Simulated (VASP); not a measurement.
# PtSe (rocksalt type) (Fm-3m) in VASP: notebook

PtSe (rocksalt type) is run at these levels: PBEsol; tasks: single point, relaxation of cell and atoms.

Program: VASP 6.6.1. These are calculated values, not measurements. Logs are shortened: lines on timing, memory, paths and dates and some standing lists are left out, and cuts for length are marked.

### Step 1. The cell of the first run

Symmetry: Fm-3m, No. 225, cubic system. Conventional cell: a = 5.212 Å, b = 5.212 Å, c = 5.212 Å, α = 90.00°, β = 90.00°, γ = 90.00°. Within 3.4 Å of Pt (site symmetry m-3m) lie 6 Se at 2.61 Å. Within 3.4 Å of Se (site symmetry m-3m) lie 6 Pt at 2.61 Å.

### Step 2. Single point, PBEsol

INCAR reads:

```
PREC     = Accurate       # precision mode
ENCUT    = 520            # plane-wave cutoff, eV
EDIFF    = 1E-7           # SCF threshold, eV
ISMEAR   = -1             # smearing method
SIGMA    = 0.05           # smearing width, eV
LREAL    = F              # projectors in reciprocal space
LASPH    = T              # aspherical terms in the spheres
NELM     = 60             # most SCF steps
ALGO     = Normal         # electronic algorithm
ISIF     = 2              # what is computed and relaxed
LWAVE    = F              # write WAVECAR
LCHARG   = F              # write CHGCAR
GGA      = PS             # functional
NBANDS   = 15             # bands
```

KPOINTS reads:

```
regular mesh
0
Gamma
  14 14 14
```

POSCAR reads:

```
PtSe
1.0
    0.0000000000      2.6058764276      2.6058764276
    2.6058764276      0.0000000000      2.6058764276
    2.6058764276      2.6058764276      0.0000000000
Pt Se
1 1
Direct
    0.0000000000      0.0000000000      0.0000000000
    0.5000000000      0.5000000000      0.5000000000
```

Potentials or basis: VASP PAW PBE potentials, release 64 (Pt, Se).

The run is started by

```bash
$ cat potpaw_PBE.64/Pt/POTCAR potpaw_PBE.64/Se/POTCAR > POTCAR
$ mpirun -np 1 vasp_std > vasp.out
```

OUTCAR:

```text
PREC = Accurate
   ENCUT = 520
   EDIFF = 1E-7
   ISMEAR = -1
   LREAL = F
   LASPH = T
   NELM = 60
   ISIF = 2
   GGA = PS

 ion  position               nearest neighbor table
   1  0.000  0.000  0.000-   2 2.61   2 2.61   2 2.61   2 2.61   2 2.61   2 2.61
   2  0.500  0.500  0.500-   1 2.61   1 2.61   1 2.61   1 2.61   1 2.61   1 2.61

  LATTYP: Found a face centered cubic cell.
 ALAT       =     5.2117528552

  Lattice vectors:

 A1 = (   0.0000000000,   2.6058764276,   2.6058764276)
 A2 = (   2.6058764276,   0.0000000000,   2.6058764276)
 A3 = (   2.6058764276,   2.6058764276,   0.0000000000)

Analysis of symmetry for initial positions (statically):
=====================================================================
 Subroutine PRICEL returns:
 Original cell was already a primitive cell.

 Routine SETGRP: Setting up the symmetry group for a
 face centered cubic supercell.

 Subroutine GETGRP returns: Found 48 space group operations
 (whereof 48 operations were pure point group operations)
 out of a pool of 48 trial point group operations.

The static configuration has the point symmetry O_h .

Analysis of symmetry for dynamics (positions and initial velocities):
=====================================================================
 Subroutine PRICEL returns:
 Original cell was already a primitive cell.

 Routine SETGRP: Setting up the symmetry group for a
 face centered cubic supercell.

 Subroutine GETGRP returns: Found 48 space group operations
 (whereof 48 operations were pure point group operations)
 out of a pool of 48 trial point group operations.

The dynamic configuration has the point symmetry O_h .

 Subroutine INISYM returns: Found 48 space group operations
 (whereof 48 operations are pure point group operations),
 and found     1 'primitive' translations

----------------------------------------------------------------------------------------

                                     Primitive cell

  volume of cell :      35.3909

  direct lattice vectors                    reciprocal lattice vectors
     0.000000000  2.605876428  2.605876428    -0.191874025  0.191874025  0.191874025
     2.605876428  0.000000000  2.605876428     0.191874025 -0.191874025  0.191874025
     2.605876428  2.605876428  0.000000000     0.191874025  0.191874025 -0.191874025

  length of vectors
     3.685265786  3.685265786  3.685265786     0.332335561  0.332335561  0.332335561

  position of ions in fractional coordinates (direct lattice)
     0.000000000  0.000000000  0.000000000
     0.500000000  0.500000000  0.500000000

  ion indices of the primitive-cell ions
   primitive index   ion index
                 1           1
                 2           2

----------------------------------------------------------------------------------------

 KPOINTS: regular mesh

Automatic generation of k-mesh.
 Grid dimensions read from file:
 generate k-points for:   14   14   14

 Generating k-lattice:

  Cartesian coordinates                     Fractional coordinates (reciprocal lattice)
    -0.013705288  0.013705288  0.013705288     0.071428571  0.000000000  0.000000000
     0.013705288 -0.013705288  0.013705288     0.000000000  0.071428571  0.000000000
     0.013705288  0.013705288 -0.013705288     0.000000000  0.000000000  0.071428571

  Length of vectors
     0.023738254  0.023738254  0.023738254

  Shift w.r.t. Gamma in fractional coordinates (k-lattice)
     0.000000000  0.000000000  0.000000000

 Subroutine IBZKPT returns following result:
 ===========================================

 Found    104 irreducible k-points:

 Following reciprocal coordinates:
            Coordinates               Weight
  0.000000  0.000000  0.000000      1.000000
  0.071429  0.000000  0.000000      8.000000
  0.142857  0.000000  0.000000      8.000000
  0.214286  0.000000  0.000000      8.000000
  0.285714  0.000000  0.000000      8.000000
  0.357143  0.000000  0.000000      8.000000
[... 16 lines left out ...]
  0.214286  0.142857  0.000000     24.000000
  0.285714  0.142857  0.000000     24.000000
 [... further k-points ...]
   k-points           NKPTS =    104   k-points in BZ     NKDIM =    104   number of bands    NBANDS=     15
   number of dos      NEDOS =    301   number of ions     NIONS =      2
   total plane-waves  NPLWV =  21952
   dimension x,y,z NGX =    28 NGY =   28 NGZ =   28
   dimension x,y,z NGXF=    56 NGYF=   56 NGZF=   56
   ions per type =               1   1
   NGX,Y,Z   is equivalent  to a cutoff of  12.63, 12.63, 12.63 a.u.
   NGXF,Y,Z  is equivalent  to a cutoff of  25.26, 25.26, 25.26 a.u.
 SYSTEM =  unknown system
   PREC   = accura    normal or accurate (medium, high low for compatibility)
   ISTART =      0    job   : 0-new  1-cont  2-samecut
   ICHARG =      2    charge: 1-file 2-atom 10-const
   ISPIN  =      1    spin polarized calculation?
   LNONCOLLINEAR =      F non collinear calculations
   LSORBIT =      F    spin-orbit coupling
   LASPH  =      T    aspherical Exc in radial PAW
   ENCUT  =  520.0 eV  38.22 Ry    6.18 a.u.   6.85  6.85  6.85*2*pi/ulx,y,z
   NELM   =     60;   NELMIN=  2; NELMDL= -5     # of ELM steps
   EDIFF  = 0.1E-06   stopping-criterion for ELM
   LREAL  =      F    real-space projection
   EDIFFG = 0.1E-05   stopping-criterion for IOM
   NSW    =      0    number of steps for IOM
   IBRION =     -1    ionic relax: 0-MD 1-quasi-New 2-CG
   NFREE  =      0    steps in history (QN), initial steepest desc. (CG)
   ISIF   =      2    stress and relaxation
   ISYM   =      2    0-nonsym 1-usesym 2-fastsym
   POTIM  = 0.5000    time-step for ionic-motion
   TEBEG  =    0.0;   TEEND  =   0.0 temperature during run
   PSTRESS=    0.0 pullay stress
   NELECT =      16.0000    total number of electrons
   NUPDOWN=      -1.0000    fix difference up-down
   EMIN   =  10.00;   EMAX   =-10.00  energy-range for DOS
   EFERMI =   0.00;   METHOD = LEGACY
   ISMEAR =    -1;   SIGMA  =   0.05  broadening in eV -4-tet -1-fermi 0-gaus
   EFERMI_NEDOS =   21; number of points for ismear=-14 and -15
   IALGO  =     38    algorithm
   IMIX   =      4    mixing-type and parameters
     AMIX     =   0.40;   BMIX     =  1.00
     AMIX_MAG =   1.60;   BMIX_MAG =  1.00
  volume/ion in A,a.u.               =      17.70       119.41
  Fermi-wavevector in a.u.,A,eV,Ry     =   1.256467  2.374378 21.479637  1.578709
  Thomas-Fermi vector in A             =   2.390173
   LORBIT       =      0    0 simple, 1 ext, 2 COOP (PROOUT), +10 PAW based schemes
   GGA     = PS    functional components
   LHFCALC =     F    Hartree Fock is set to
   AEXX    =    0.0000 exact exchange contribution
   IVDW    =     0    specifies the selected vdW correction
   LEPSILON=     F    determine dielectric tensor
   LRPA    =     F    only Hartree local field effects (RPA)
 non-spin polarized calculation
  energy-cutoff  :      520.00
  volume of cell :       35.39
 maximum number of plane-waves:       967
   NGX = 13   NGY = 13   NGZ = 13

 number of electron      15.9999999 magnetization

 Free energy of the ion-electron system (eV)
  ---------------------------------------------------
  ext. energy  EPLUGINS =         0.00000000
  ---------------------------------------------------
  free energy    TOTEN  =       -10.89733851 eV

  energy without entropy =      -10.88671701  energy(sigma->0) =      -10.89202776

 E-fermi :   7.9680     XC(G=0): -11.8614

 val. band max:        7.9561653632   @ k =  -0.4286   0.2857   0.0714
 cond. band min:       7.9889439899   @ k =  -0.2857   0.1429   0.0000
 fundamental gap:      0.0327786267
 Fermi energy:         7.9679613074

 k-point     1 :       0.0000    0.0000    0.0000
  band No.  band energies     occupation
      1      -7.6018      2.00000
      2       4.6162      2.00000
      3       4.6162      2.00000
      4       4.6162      2.00000
      5       4.6317      2.00000
      6       4.6317      2.00000
      7       6.4858      2.00000
      8       6.4858      2.00000
      9       6.4858      2.00000
     10       9.5189      0.00000
     11      17.5172      0.00000
     12      19.6133      0.00000
     13      19.6133      0.00000
     14      19.6133      0.00000
     15      21.4468      0.00000

 k-point     2 :       0.0714    0.0000    0.0000
  band No.  band energies     occupation
      1      -7.5378      2.00000
      2       4.3421      2.00000
      3       4.3421      2.00000
      4       4.4170      2.00000
      5       4.6643      2.00000
      6       4.6643      2.00000
      7       6.1589      2.00000
      8       6.8496      2.00000
      9       6.8496      2.00000
     10      10.0802      0.00000
     11      17.3186      0.00000
     12      19.2953      0.00000
     13      19.3614      0.00000
     14      19.3614      0.00000
     15      21.1160      0.00000

 k-point     3 :       0.1429    0.0000    0.0000
  band No.  band energies     occupation
      1      -7.3506      2.00000
      2       3.7268      2.00000
      3       3.8030      2.00000
      4       3.8030      2.00000
      5       4.7970      2.00000
      6       4.7970      2.00000
      7       5.8091      2.00000
      8       7.6115      1.99840
      9       7.6115      1.99840
     10      11.1951      0.00000
     11      16.5833      0.00000
     12      18.5338      0.00000
     13      18.5338      0.00000
     14      19.1225      0.00000
     15      20.8355      0.00000
[... 343 lines left out ...]
 k-point    23 :       0.2143    0.1429    0.0000
  band No.  band energies     occupation
      1      -7.0795      2.00000
      2       2.3563      2.00000
      3       3.9241      2.00000
      4       4.0205      2.00000
      5       4.5559      2.00000
      6       4.9393      2.00000
      7       6.3702      2.00000
      8       7.1570      2.00000
      9       7.7809      1.95362
     10      12.9998      0.00000
     11      15.6596      0.00000
     12      16.7034      0.00000
     13      17.9655      0.00000
     14      18.5602      0.00000
     15      21.6420      0.00000

 k-point    24 :       0.2857    0.1429    0.0000
  band No.  band energies     occupation
      1      -6.7919      2.00000
      2       1.8150      2.00000
      3       3.3044      2.00000
      4       3.5254      2.00000
      5       4.7378      2.00000
      6       5.2398      2.00000
      7       6.1536      2.00000
      8       7.6839      1.99321
      9       8.6902      0.00000
     10      13.4956      0.00000
     11      14.5022      0.00000
     12      16.4855      0.00000
     13      17.4618      0.00000
     14      19.2218      0.00000
     15      21.7411      0.00000

 [... further k-points ...]
[... 5 lines left out ...]
  --------------------------------------------------------------------------------------
  -------------------------------------------------------------------------------------
  Total        0.0219576      0.0219576      0.0219576      0.0000000      0.0000000     -0.0000000
  in kB        0.9940416      0.9940416      0.9940416      0.0000000      0.0000000     -0.0000000
  external PRESSURE =       0.9940416 kB  Pullay stress =       0.0000000 kB

 VOLUME and BASIS-vectors are now :
 -----------------------------------------------------------------------------
  energy-cutoff  :      520.00
  volume of cell :       35.39
      direct lattice vectors                 reciprocal lattice vectors
     0.000000000  2.605876428  2.605876428    -0.191874025  0.191874025  0.191874025
     2.605876428  0.000000000  2.605876428     0.191874025 -0.191874025  0.191874025
     2.605876428  2.605876428  0.000000000     0.191874025  0.191874025 -0.191874025

 POSITION                                       TOTAL-FORCE (eV/Angst)
 -----------------------------------------------------------------------------------
      0.00000      0.00000      0.00000         0.000000      0.000000      0.000000
      2.60588      2.60588      2.60588         0.000000      0.000000      0.000000
 -----------------------------------------------------------------------------------
    total drift:                               -0.000000      0.000000      0.000000

  FREE ENERGIE OF THE ION-ELECTRON SYSTEM (eV)
  ---------------------------------------------------
  free  energy   TOTEN  =       -10.8973385128 eV

  energy  without entropy=      -10.8867170111  energy(sigma->0) =      -10.89202776
```

Run time: 79 s. Hardware: 1 thread of AMD EPYC 7R13, shared host; peak memory 0.17 GiB.

Results:

| Property | Result |
| --- | --- |
| Free energy | -10.8973 eV |
| Pressure | 0.1 GPa |
| Band gap on the k mesh | zero (band 8 reaches 11.09 eV, above the bottom of band 9 at 6.49 eV) |

Levels at points of the mesh, in eV from the Fermi level:
```tsv
k point	band 4	band 5	band 6	band 7	band 8	band 9	band 10	band 11	band 12	band 13
(0.00, 0.00, 0.00)	-3.35	-3.34	-3.34	-1.48	-1.48	-1.48	1.55	9.55	11.65	11.65
(0.50, 0.00, 0.00)	-5.72	-2.25	-2.25	-1.73	3.12	3.12	3.14	6.19	6.19	9.24
(0.50, 0.50, 0.00)	-3.30	-3.30	-2.81	-1.87	-1.87	-1.29	0.14	8.56	11.69	13.56
```

Caveat: the PAW data sets were made with another functional, which shifts forces and pressure a little; spin-orbit coupling is left out, which moves the levels of the heavy elements.

### Step 3. Relaxation of cell and atoms, PBEsol

This run uses another cell than the first one, of 15.67 Å³/atom, 0.886 times its volume.

INCAR reads:

```
SYSTEM = PtSe
PREC = Accurate
ENCUT = 600
EDIFF = 1E-7
ISMEAR = -1
SIGMA = 0.05
LREAL = .FALSE.
LASPH = .TRUE.
NELM = 60
ALGO = Normal
ISIF = 3
LWAVE = .FALSE.
LCHARG = .FALSE.
GGA = PS
IBRION = 2
NSW = 60
EDIFFG = -0.005
```

KPOINTS reads:

```
regular mesh
0
G
  14 14 14
  0 0 0
```

POSCAR reads:

```
PtSe
1.0
    0.0000000000      2.5024698149      2.5024698149
    2.5024698149      0.0000000000      2.5024698149
    2.5024698149      2.5024698149      0.0000000000
Pt Se
1 1
Direct
    0.0000000000      0.0000000000      0.0000000000
    0.5000000000      0.5000000000      0.5000000000
```

Potentials or basis: VASP PAW PBE potentials, release 64 (Pt, Se).

The run is started by

```bash
$ cat potpaw_PBE.64/Pt/POTCAR potpaw_PBE.64/Se/POTCAR > POTCAR
$ mpirun -np 1 vasp_std > vasp.out
```

OUTCAR:

```text
SYSTEM = PtSe
   PREC = Accurate
   ENCUT = 600
   EDIFF = 1E-7
   ISMEAR = -1
   LREAL = .FALSE.
   LASPH = .TRUE.
   NELM = 60
   ISIF = 3
   GGA = PS
   IBRION = 2
   NSW = 60
   EDIFFG = -0.005

 ion  position               nearest neighbor table
   1  0.000  0.000  0.000-   2 2.50   2 2.50   2 2.50   2 2.50   2 2.50   2 2.50
   2  0.500  0.500  0.500-   1 2.50   1 2.50   1 2.50   1 2.50   1 2.50   1 2.50

  LATTYP: Found a face centered cubic cell.
 ALAT       =     5.0049396298

  Lattice vectors:

 A1 = (   0.0000000000,   2.5024698149,   2.5024698149)
 A2 = (   2.5024698149,   0.0000000000,   2.5024698149)
 A3 = (   2.5024698149,   2.5024698149,   0.0000000000)

Analysis of symmetry for initial positions (statically):
=====================================================================
 Subroutine PRICEL returns:
 Original cell was already a primitive cell.

 Routine SETGRP: Setting up the symmetry group for a
 face centered cubic supercell.

 Subroutine GETGRP returns: Found 48 space group operations
 (whereof 48 operations were pure point group operations)
 out of a pool of 48 trial point group operations.

The static configuration has the point symmetry O_h .

Analysis of symmetry for dynamics (positions and initial velocities):
=====================================================================
 Subroutine PRICEL returns:
[... 337 lines left out ...]
--------------------------------------- Ionic step       19  -------------------------------------------

 number of electron      15.9999999 magnetization

 Free energy of the ion-electron system (eV)
  ---------------------------------------------------
  ext. energy  EPLUGINS =         0.00000000
  ---------------------------------------------------
  free energy    TOTEN  =       -10.89642618 eV

  energy without entropy =      -10.88580857  energy(sigma->0) =      -10.89111737

 E-fermi :   7.9580     XC(G=0): -11.8581

 val. band max:        7.9460395836   @ k =  -0.4286   0.2857   0.0714
 cond. band min:       7.9789965244   @ k =  -0.2857   0.1429   0.0000
 fundamental gap:      0.0329569408
 Fermi energy:         7.9579565505

 k-point     1 :       0.0000    0.0000    0.0000
  band No.  band energies     occupation
      1      -7.6059      2.00000
      2       4.6101      2.00000
      3       4.6101      2.00000
      4       4.6101      2.00000
      5       4.6253      2.00000
      6       4.6254      2.00000
      7       6.4770      2.00000
      8       6.4770      2.00000
      9       6.4770      2.00000
     10       9.5049      0.00000
     11      17.5094      0.00000
     12      19.6004      0.00000
[... 331 lines left out ...]
 k-point    24 :       0.2857    0.1429    0.0000
  band No.  band energies     occupation
      1      -6.7971      2.00000
      2       1.8099      2.00000
      3       3.2988      2.00000
      4       3.5197      2.00000
      5       4.7315      2.00000
      6       5.2329      2.00000
      7       6.1451      2.00000
      8       7.6743      1.99315
      9       8.6793      0.00000
     10      13.4813      0.00000
     11      14.4915      0.00000
     12      16.4742      0.00000

 [... further k-points ...]
[... 5 lines left out ...]
  --------------------------------------------------------------------------------------
  -------------------------------------------------------------------------------------
  Total        0.0024392      0.0024392      0.0024392     -0.0000000     -0.0000000      0.0000000
  in kB        0.1103556      0.1103556      0.1103556     -0.0000000     -0.0000000      0.0000000
  external PRESSURE =       0.1103556 kB  Pullay stress =       0.0000000 kB
[... 17 lines left out ...]
  FREE ENERGIE OF THE ION-ELECTRON SYSTEM (eV)
  ---------------------------------------------------
  free  energy   TOTEN  =       -10.8964261796 eV

  energy  without entropy=      -10.8858085659  energy(sigma->0) =      -10.89111737

 reached required accuracy - stopping structural energy minimisation
```

It took 6.5 min on 1 thread of AMD EPYC 7R13, shared host; peak memory 0.18 GiB.

Results:

| Property | Result |
| --- | --- |
| Free energy | -10.8964 eV |
| Relaxed volume | 17.71 Å³/atom |
| Relaxed cell | a = 3.686 Å, b = 3.686 Å, c = 3.686 Å, α = 60.00°, β = 60.00°, γ = 60.00° |
| Space group after relaxing (to 0.05 Å) | Fm-3m (No. 225) |
| Energy gained by relaxing | 142.9 meV/atom |
| Ionic steps | 19 |
| Pressure after relaxing | 0.0 GPa |
| Band gap on the k mesh | zero (band 8 reaches 11.08 eV, above the bottom of band 9 at 6.48 eV) |

Step by step:
| step | energy change (eV) | largest force (eV/Å) | pressure (GPa) | volume (Å³) |
| --- | --- | --- | --- | --- |
| 1 | 0.0000 | 0.0000 | 25.46 | 31.34 |
| 2 | 0.3614 | 0.0000 | -19.21 | 44.05 |
| 3 | -0.2848 | 0.0000 | -1.20 | 35.70 |
| 4 | -0.2859 | 0.0000 | -0.23 | 35.47 |
| 5 | -0.2859 | 0.0000 | 0.14 | 35.38 |
| 6 | -0.2859 | 0.0000 | 0.14 | 35.38 |
| 7 | -0.2859 | 0.0000 | 0.14 | 35.39 |
| 8 | -0.2859 | 0.0000 | 0.13 | 35.39 |
| 9 | -0.2859 | 0.0000 | 0.13 | 35.39 |
| 10 | -0.2859 | 0.0000 | 0.13 | 35.39 |
| 11 | -0.2859 | 0.0000 | 0.13 | 35.39 |
| 12 | -0.2859 | 0.0000 | 0.13 | 35.39 |
| 13 | -0.2859 | 0.0000 | 0.13 | 35.39 |
| 14 | -0.2859 | 0.0000 | 0.13 | 35.39 |
| 15 | -0.2859 | 0.0000 | 0.13 | 35.39 |
| 16 | -0.2859 | 0.0000 | 0.12 | 35.39 |
| 17 | -0.2859 | 0.0000 | 0.10 | 35.39 |
| 18 | -0.2859 | 0.0000 | 0.07 | 35.40 |
| 19 | -0.2859 | 0.0000 | 0.01 | 35.41 |

Final structure:
```cif
data_structure
_symmetry_space_group_name_H-M 'P 1'
_symmetry_Int_Tables_number 1
_cell_length_a 3.6861
_cell_length_b 3.6861
_cell_length_c 3.6861
_cell_angle_alpha 60.000
_cell_angle_beta 60.000
_cell_angle_gamma 60.000
_cell_volume 35.41
loop_
_atom_site_label
_atom_site_type_symbol
_atom_site_fract_x
_atom_site_fract_y
_atom_site_fract_z
_atom_site_occupancy
Pt1 Pt 0.00000 0.00000 0.00000 1
Se1 Se 0.50000 0.50000 0.50000 1
```

Caveat: the PAW data sets were made with another functional, which shifts forces and pressure a little; spin-orbit coupling is left out, which moves the levels of the heavy elements.
